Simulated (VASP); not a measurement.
A run of VASP 6.6.1 is set up as follows.

File INCAR:

```
PREC = Accurate ; ENCUT = 520
EDIFF = 1E-6 ; ISMEAR = 0
SIGMA = 0.15 ; LREAL = F
LASPH = T ; NELM = 100
ALGO = Fast ; ISIF = 2
LWAVE = F ; LCHARG = F
GGA = PE ; NBANDS = 12
```

The input KPOINTS:

```
regular mesh
0
Gamma
  18 18 18
```

The input POSCAR:

```
Ta
1.0
   -1.5682119726      1.6594835689      1.9084061042
    1.5682119726     -1.6594835689      1.9084061042
    1.5682119726      1.6594835689     -1.9084061042
Ta
1
Direct
    0.0000000000      0.0000000000      0.0000000000
```

Potentials or basis: VASP PAW PBE potentials, release 64 (Ta_pv).

Run with:

```bash
$ cat potpaw_PBE.64/Ta_pv/POTCAR > POTCAR
$ mpirun -np 1 vasp_std > vasp.out
```

Predict the pressure.

-11.8 GPa.

Stress tensor (GPa, compression positive):
```
 -7.99   0.00   0.00
  0.00  -8.94   0.00
  0.00   0.00 -18.41
```

Caveat: the cell differs from its parent crystal (normal strain along x -0.0550, normal strain along z +0.1500).
